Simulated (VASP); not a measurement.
Here is a VASP 6.6.1 calculation.

File INCAR:

```
SYSTEM = BAs
PREC     = Accurate       ! precision mode
ENCUT    = 520            ! plane-wave cutoff, eV
EDIFF    = 1E-6           ! SCF threshold, eV
ISMEAR   = 0              ! smearing method
SIGMA    = 0.01           ! smearing width, eV
LREAL    = .FALSE.        ! projectors in reciprocal space
LASPH    = .TRUE.         ! aspherical terms in the spheres
NELM     = 80             ! most SCF steps
ALGO     = Normal         ! electronic algorithm
ISIF     = 2              ! what is computed and relaxed
LWAVE    = .FALSE.        ! write WAVECAR
LCHARG   = .FALSE.        ! write CHGCAR
GGA      = PE             ! functional
NBANDS   = 11             ! bands
```

File KPOINTS:

```
Automatic mesh
0
G
  6 6 6
  0 0 0
```

File POSCAR:

```
BAs
1.0
    0.0000000000      2.3918700258      2.3918700258
    2.3918700258      0.0000000000      2.3918700258
    2.3918700258      2.3918700258      0.0000000000
B As
1 1
Direct
    0.0000000000      0.0000000000      0.0000000000
    0.2500000000      0.2500000000      0.2500000000
```

Potentials or basis: VASP PAW PBE potentials, release 64 (B, As).

Run with:

```bash
$ cat potpaw_PBE.64/B/POTCAR potpaw_PBE.64/As/POTCAR > POTCAR
$ mpirun -np 1 vasp_std > vasp.out
```

(1) Estimate the pressure.

(2) What does it give for the band gap on the k mesh?

Answers

(1) 2.8 GPa.

(2) 1.28 eV, indirect (least direct gap 3.27 eV).
